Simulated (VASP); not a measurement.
Crystal: LaRu2.

```
La Ru
1.0
     0.00000    3.85500    3.85500
     3.85500    0.00000    3.85500
     3.85500    3.85500    0.00000
La Ru
2 4
Direct
  0.00000 0.00000 0.00000
  0.25000 0.25000 0.25000
  0.62500 0.62500 0.62500
  0.12500 0.62500 0.62500
  0.62500 0.62500 0.12500
  0.62500 0.12500 0.62500
```

* Program: VASP 6.6.1
* Task: relaxation of cell and atoms
* Functional: LDA
* Potentials or basis: VASP PAW LDA potentials, release 64 (La, Ru_pv)
* Cutoff: 600 eV
* k mesh: 7 × 7 × 7
* Occupations: fermi-dirac, width 0.05 eV
* Spin: no spin polarisation

At the start: pressure -9.6 GPa; volume 19.10 Å³/atom.

Problem. Where does the relaxation end?

Solution. Over 4 steps the energy falls by 37.4 meV/atom and the volume is 17.92 Å³/atom (-6.2 %); space group Fd-3m (No. 227, to 0.1 Å) before and after.

The path:
```csv
step,energy change (eV),largest force (eV/Å),pressure (GPa),volume (Å³)
1,0.0000,0.0000,-9.56,114.58
2,0.4673,0.0000,22.60,96.71
3,-0.2241,0.0000,-0.34,107.68
4,-0.2244,0.0000,-0.04,107.49
```

Final structure:
```cif
data_structure
_symmetry_space_group_name_H-M 'P 1'
_symmetry_Int_Tables_number 1
_cell_length_a 5.3370
_cell_length_b 5.3370
_cell_length_c 5.3370
_cell_angle_alpha 60.000
_cell_angle_beta 60.000
_cell_angle_gamma 60.000
_cell_volume 107.49
loop_
_atom_site_label
_atom_site_type_symbol
_atom_site_fract_x
_atom_site_fract_y
_atom_site_fract_z
_atom_site_occupancy
La1 La 0.00000 0.00000 0.00000 1
La2 La 0.25000 0.25000 0.25000 1
Ru1 Ru 0.62500 0.62500 0.62500 1
Ru2 Ru 0.12500 0.62500 0.62500 1
Ru3 Ru 0.62500 0.62500 0.12500 1
Ru4 Ru 0.62500 0.12500 0.62500 1
```
